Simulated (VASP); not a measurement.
# Ge3P4 (I4_1/amd) in VASP: a series of runs

Ge3P4 is run at these levels: PBE; tasks: single point.

Program: VASP 6.6.1. These are calculated values, not measurements. Logs are shortened: lines on timing, memory, paths and dates and some standing lists are left out, and cuts for length are marked.

## (1) The cell of the first run

The structure is tetragonal, space group I4_1/amd (No. 141). Conventional cell: a = 6.617 Å, b = 6.617 Å, c = 10.837 Å, α = 90.00°, β = 90.00°, γ = 90.00°. Within 3.1 Å of Ge (site symmetry -4m2) lie 4 P at 2.34 Å. Within 2.9 Å of Ge (site symmetry 2/m) lie 6 P at 2.22 to 2.62 Å. P (site symmetry m) has 4 Ge at 2.22 to 2.62 Å within 2.9 Å.

## (2) Single point, PBE

INCAR

```
SYSTEM = Ge3P4
PREC = Accurate
ENCUT = 520
EDIFF = 1E-7
ISMEAR = 0
SIGMA = 0.1
LREAL = .FALSE.
LASPH = .TRUE.
NELM = 100
ALGO = Normal
ISIF = 2
LWAVE = .FALSE.
LCHARG = .TRUE.
GGA = PE
LELF = .TRUE.
LVHAR = .TRUE.
NBANDS = 75
```

KPOINTS

```
regular mesh
0
G
  4 4 4
  0 0 0
```

POSCAR

```
Ge3P4
1.0
   -3.3083103000      3.3083103000      5.4183985900
    3.3083103000     -3.3083103000      5.4183985900
    3.3083103000      3.3083103000     -5.4183985900
Ge P
6 8
Direct
    0.0000000000      0.0000000000      0.0000000000
    0.7500000000      0.2500000000      0.5000000000
    0.8750000000      0.6250000000      0.2500000000
    0.3750000000      0.6250000000      0.2500000000
    0.3750000000      0.6250000000      0.7500000000
    0.3750000000      0.1250000000      0.7500000000
    0.6061000200      0.3839000000      0.2222000200
    0.1339000000      0.4116999800      0.2777999800
    0.1616999800      0.3839000000      0.7777999800
    0.1339000000      0.8561000200      0.7222000200
    0.1438999800      0.8661000000      0.2777999800
    0.6161000000      0.3938999800      0.7777999800
    0.5883000200      0.8661000000      0.7222000200
    0.6161000000      0.8383000200      0.2222000200
```

Potentials or basis: VASP PAW PBE potentials, release 64 (Ge_d, P).

Command:

```
$ cat potpaw_PBE.64/Ge_d/POTCAR potpaw_PBE.64/P/POTCAR > POTCAR
$ mpirun -np 1 vasp_std > vasp.out
```

OUTCAR:

```text
SYSTEM = Ge3P4
   PREC = Accurate
   ENCUT = 520
   EDIFF = 1E-7
   ISMEAR = 0
   LREAL = .FALSE.
   LASPH = .TRUE.
   NELM = 100
   ISIF = 2
   GGA = PE

 ion  position               nearest neighbor table
   1  0.000  0.000  0.000-  10 2.34  11 2.34   8 2.34  13 2.34
   2  0.750  0.250  0.500-   7 2.34  12 2.34   9 2.34  14 2.34
   3  0.875  0.625  0.250-   8 2.22  14 2.22  12 2.22  10 2.22   7 2.62  11 2.62
   4  0.375  0.625  0.250-   7 2.22  11 2.22   9 2.22  13 2.22   8 2.62  14 2.62
   5  0.375  0.625  0.750-  10 2.22  12 2.22   8 2.22  14 2.22  13 2.62   9 2.62
   6  0.375  0.125  0.750-   9 2.22  13 2.22  11 2.22   7 2.22  12 2.62  10 2.62
   7  0.606  0.384  0.222-   4 2.22   6 2.22   2 2.34   3 2.62   9 2.94
   8  0.134  0.412  0.278-   3 2.22   5 2.22   1 2.34   4 2.62  10 2.94
   9  0.162  0.384  0.778-   6 2.22   4 2.22   2 2.34   5 2.62   7 2.94
  10  0.134  0.856  0.722-   3 2.22   5 2.22   1 2.34   6 2.62   8 2.94
  11  0.144  0.866  0.278-   4 2.22   6 2.22   1 2.34   3 2.62  13 2.94
  12  0.616  0.394  0.778-   3 2.22   5 2.22   2 2.34   6 2.62  14 2.94
  13  0.588  0.866  0.722-   6 2.22   4 2.22   1 2.34   5 2.62  11 2.94
  14  0.616  0.838  0.222-   3 2.22   5 2.22   2 2.34   4 2.62  12 2.94

  LATTYP: Found a body centered tetragonal cell.
 ALAT       =     6.6166206000
 C/A-ratio  =     1.6378145031

  Lattice vectors:

 A1 = (  -3.3083103000,   3.3083103000,   5.4183985900)
 A2 = (   3.3083103000,  -3.3083103000,   5.4183985900)
 A3 = (   3.3083103000,   3.3083103000,  -5.4183985900)

Analysis of symmetry for initial positions (statically):
=====================================================================
 Subroutine PRICEL returns:
 Original cell was already a primitive cell.

 Routine SETGRP: Setting up the symmetry group for a
 body centered tetragonal supercell.

 Subroutine GETGRP returns: Found 16 space group operations
 (whereof  8 operations were pure point group operations)
 out of a pool of 16 trial point group operations.

The static configuration has the point symmetry D_2d.
 The point group associated with its full space group is D_4h.

Analysis of symmetry for dynamics (positions and initial velocities):
=====================================================================
 Subroutine PRICEL returns:
 Original cell was already a primitive cell.

 Routine SETGRP: Setting up the symmetry group for a
 body centered tetragonal supercell.

 Subroutine GETGRP returns: Found 16 space group operations
 (whereof  8 operations were pure point group operations)
 out of a pool of 16 trial point group operations.

[... 130 lines left out ...]
   IALGO  =     38    algorithm
   IMIX   =      4    mixing-type and parameters
     AMIX     =   0.40;   BMIX     =  1.00
     AMIX_MAG =   1.60;   BMIX_MAG =  1.00
  volume/ion in A,a.u.               =      16.94       114.34
  Fermi-wavevector in a.u.,A,eV,Ry     =   1.318766  2.492105 23.662471  1.739143
  Thomas-Fermi vector in A             =   2.448712
   LORBIT       =      0    0 simple, 1 ext, 2 COOP (PROOUT), +10 PAW based schemes
   GGA     = PE    functional components
   LHFCALC =     F    Hartree Fock is set to
   AEXX    =    0.0000 exact exchange contribution
   IVDW    =     0    specifies the selected vdW correction
   LEPSILON=     F    determine dielectric tensor
   LRPA    =     F    only Hartree local field effects (RPA)
 non-spin polarized calculation
 Gauss-broadening in eV      SIGMA  =   0.10
  energy-cutoff  :      520.00
  volume of cell :      237.22
 maximum number of plane-waves:      6436
 NGX is ok and might be reduce to    54
   NGX = 27   NGY = 27   NGZ = 27

 number of electron     123.9999997 magnetization

 Free energy of the ion-electron system (eV)
  ---------------------------------------------------
  ext. energy  EPLUGINS =         0.00000000
  ---------------------------------------------------
  free energy    TOTEN  =       -61.79995084 eV

  energy without entropy =      -61.77810680  energy(sigma->0) =      -61.78902882

 E-fermi :   7.8251     XC(G=0): -10.8372

 val. band max:        7.8141104135   @ k =  -0.2500  -0.2500   0.2500
 cond. band min:       7.8320049860   @ k =  -0.2500  -0.2500   0.2500
 fundamental gap:      0.0178945725
 Fermi energy:         7.8251202471

 k-point     1 :       0.0000    0.0000    0.0000
  band No.  band energies     occupation
      1     -17.5605      2.00000
      2     -17.5560      2.00000
      3     -17.5560      2.00000
      4     -17.5440      2.00000
      5     -17.5216      2.00000
      6     -17.5094      2.00000
[... 990 lines left out ...]
     73      11.9049      0.00000
     74      11.9049      0.00000
 [bands above 74 left out]

------------------------ aborting loop because EDIFF is reached ----------------------------------------

  FORCE on cell =-STRESS in cart. coord.  units (eV):
  Direction    XX          YY          ZZ          XY          YZ          ZX
  --------------------------------------------------------------------------------------
  -------------------------------------------------------------------------------------
  Total       49.8661496     49.8661496      4.9489761      0.0000000      0.0000000      0.0000000
  in kB      336.8007138    336.8007138     33.4258549      0.0000000      0.0000000      0.0000000
  external PRESSURE =     235.6757608 kB  Pullay stress =       0.0000000 kB

 VOLUME and BASIS-vectors are now :
 -----------------------------------------------------------------------------
  energy-cutoff  :      520.00
  volume of cell :      237.22
      direct lattice vectors                 reciprocal lattice vectors
    -3.308310300  3.308310300  5.418398590     0.000000000  0.151134553  0.092278187
     3.308310300 -3.308310300  5.418398590     0.151134553  0.000000000  0.092278187
     3.308310300  3.308310300 -5.418398590     0.151134553  0.151134553  0.000000000

 POSITION                                       TOTAL-FORCE (eV/Angst)
 -----------------------------------------------------------------------------------
      0.00000      0.00000      0.00000         0.000000     -0.000000      0.000000
      0.00000      3.30831      2.70920         0.000000     -0.000000      0.000000
     -0.00000      1.65416      6.77300         0.000000     -0.000000      0.000000
      1.65416     -0.00000      4.06380         0.000000     -0.000000      0.000000
      3.30831      1.65416      1.35460         0.000000     -0.000000      0.000000
      1.65416      3.30831     -1.35460         0.000000     -0.000000      0.000000
      0.00000      1.47021      4.16025        -0.000000      3.389036      0.406139
      1.83810     -0.00000      1.45105        -3.389036     -0.000000      0.406139
      3.30831      1.83810     -1.25815         0.000000     -3.389036      0.406139
      4.77852      0.00000      1.45105         3.389036     -0.000000      0.406139
      3.30831     -1.47021      3.96735         0.000000     -3.389036     -0.406139
      1.83810      3.30831      1.25815        -3.389036      0.000000     -0.406139
      3.30831      1.47021      3.96735         0.000000      3.389036     -0.406139
      1.47021      0.00000      6.67655         3.389036     -0.000000     -0.406139
 -----------------------------------------------------------------------------------
    total drift:                                0.000000     -0.000000      0.000000

  FREE ENERGIE OF THE ION-ELECTRON SYSTEM (eV)
  ---------------------------------------------------
  free  energy   TOTEN  =       -61.7999508408 eV

  energy  without entropy=      -61.7781067983  energy(sigma->0) =      -61.78902882
```

OSZICAR:

```text
N       E                     dE             d eps       ncg     rms          rms(c)
DAV:   1     0.173740529407E+04    0.17374E+04   -0.51677E+04  2567   0.378E+03
DAV:   2     0.310943755272E+03   -0.14265E+04   -0.13649E+04  1950   0.113E+03
DAV:   3    -0.242026531796E+02   -0.33515E+03   -0.32138E+03  2040   0.267E+02
DAV:   4    -0.619230187255E+02   -0.37720E+02   -0.36123E+02  2406   0.962E+01
DAV:   5    -0.635151157831E+02   -0.15921E+01   -0.15714E+01  2324   0.197E+01    0.164E+01
DAV:   6    -0.620262155001E+02    0.14889E+01   -0.30357E+00  2665   0.821E+00    0.979E+00
DAV:   7    -0.618187118505E+02    0.20750E+00   -0.13060E+00  2716   0.434E+00    0.326E+00
DAV:   8    -0.617988495133E+02    0.19862E-01   -0.14563E-01  2788   0.332E+00    0.100E+00
DAV:   9    -0.617998392545E+02   -0.98974E-03   -0.21399E-02  2396   0.919E-01    0.294E-01
DAV:  10    -0.617998910476E+02   -0.51793E-04   -0.30925E-03  2404   0.434E-01    0.102E-01
DAV:  11    -0.617999514992E+02   -0.60452E-04   -0.48449E-04  2364   0.235E-01    0.421E-02
DAV:  12    -0.617999405673E+02    0.10932E-04   -0.92062E-05  2492   0.693E-02    0.256E-02
DAV:  13    -0.617999513546E+02   -0.10787E-04   -0.25324E-05  2444   0.392E-02    0.713E-03
DAV:  14    -0.617999510357E+02    0.31888E-06   -0.48788E-06  2460   0.191E-02    0.284E-03
DAV:  15    -0.617999508195E+02    0.21625E-06   -0.53734E-07  2004   0.949E-03    0.135E-03
DAV:  16    -0.617999508408E+02   -0.21359E-07   -0.77297E-08  1284   0.436E-03
   1 F= -.61799951E+02 E0= -.61789029E+02  d E =-.218440E-01
```

It took 14 min on 1 thread of AMD EPYC 7R13, shared host; peak memory 0.46 GiB.

Results:

| Item | Value |
| --- | --- |
| Free energy | -61.8000 eV |
| Pressure | 23.6 GPa |
| Largest force | 3.413 eV/Å |
| Band gap on the k mesh | zero (band 62 reaches 7.98 eV, above the bottom of band 63 at 7.42 eV) |

Forces in eV/Å, atoms in the order of the input:
```
Ge   0.000  0.000  0.000
Ge   0.000  0.000  0.000
Ge   0.000  0.000  0.000
Ge   0.000  0.000  0.000
Ge   0.000  0.000  0.000
Ge   0.000  0.000  0.000
P    0.000  3.389  0.406
P   -3.389  0.000  0.406
P    0.000 -3.389  0.406
P    3.389  0.000  0.406
P    0.000 -3.389 -0.406
P   -3.389  0.000 -0.406
P    0.000  3.389 -0.406
P    3.389  0.000 -0.406
```

Caveat: forces of over 1 eV/Å act on the atoms, so gaps and moduli don't describe the material at rest.

(Part 1 of 2 ends here.)
